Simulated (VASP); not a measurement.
Write the native input for VASP 6.6.1 that does the following.

```
Task                   : relaxation of cell and atoms
Functional             : PBE
Potentials or basis    : VASP PAW PBE potentials, release 64 (Hf_pv, Si, O)
Cutoff                 : 600 eV
k mesh                 : 6 × 6 × 6
Occupations            : gaussian, width 0.02 eV
Spin                   : no spin polarisation
Dipole correction      : no
Further INCAR settings : ALGO = Normal; EDIFF = 1e-06; IBRION = 2; EDIFFG = -0.01; NSW = 100; ISIF = 3
```

The structure of HfSiO4 lies in POSCAR:

```
HfSiO4
1.0
    0.0000000000      4.1241834753      4.1241834753
    4.1241834753      0.0000000000      4.1241834753
    4.1241834753      4.1241834753      0.0000000000
Hf Si O
1 1 4
Direct
    0.0000000000      0.0000000000      0.0000000000
    0.2500000000      0.2500000000      0.2500000000
    0.5925399953      0.1358200016      0.1358200016
    0.1358200016      0.1358200016      0.1358200016
    0.1358200016      0.5925399953      0.1358200016
    0.1358200016      0.1358200016      0.5925399953
```

These files were run (other wordings do the same):

INCAR

```
PREC     = Accurate       # precision mode
ENCUT    = 600            # plane-wave cutoff, eV
EDIFF    = 1E-6           # SCF threshold, eV
ISMEAR   = 0              # smearing method
SIGMA    = 0.02           # smearing width, eV
LREAL    = False          # projectors in reciprocal space
LASPH    = True           # aspherical terms in the spheres
NELM     = 80             # most SCF steps
ALGO     = Normal         # electronic algorithm
ISIF     = 3              # what is computed and relaxed
LWAVE    = False          # write WAVECAR
LCHARG   = False          # write CHGCAR
GGA      = PE             # functional
IBRION   = 2              # ionic algorithm
NSW      = 100            # ionic steps
EDIFFG   = -0.01          # ionic threshold
```

KPOINTS

```
Automatic mesh
0
Gamma
  6 6 6
```

Potentials or basis: VASP PAW PBE potentials, release 64 (Hf_pv, Si, O).

Launch:

```console
$ cat potpaw_PBE.64/Hf_pv/POTCAR potpaw_PBE.64/Si/POTCAR potpaw_PBE.64/O/POTCAR > POTCAR
$ mpirun -np 1 vasp_std > vasp.out
```

It gave:

```json
{
  "Relaxed volume": "23.32 Å³/atom",
  "Relaxed cell": "a = 5.827 Å, b = 5.827 Å, c = 5.827 Å, α = 60.00°, β = 60.00°, γ = 60.00°",
  "Space group after relaxing (to 0.1 Å)": "F-43m (No. 216)",
  "Energy gained by relaxing": "0.2 meV/atom",
  "Ionic steps": "5",
  "Pressure after relaxing": "0.0 GPa",
  "Band gap on the k mesh": "4.78 eV"
}
```

Caveat: spin-orbit coupling is left out, which moves the levels of the heavy elements.

It took 3.7 min on 1 thread of AMD EPYC 7R13, with other jobs on the host, peak memory 0.34 GiB.
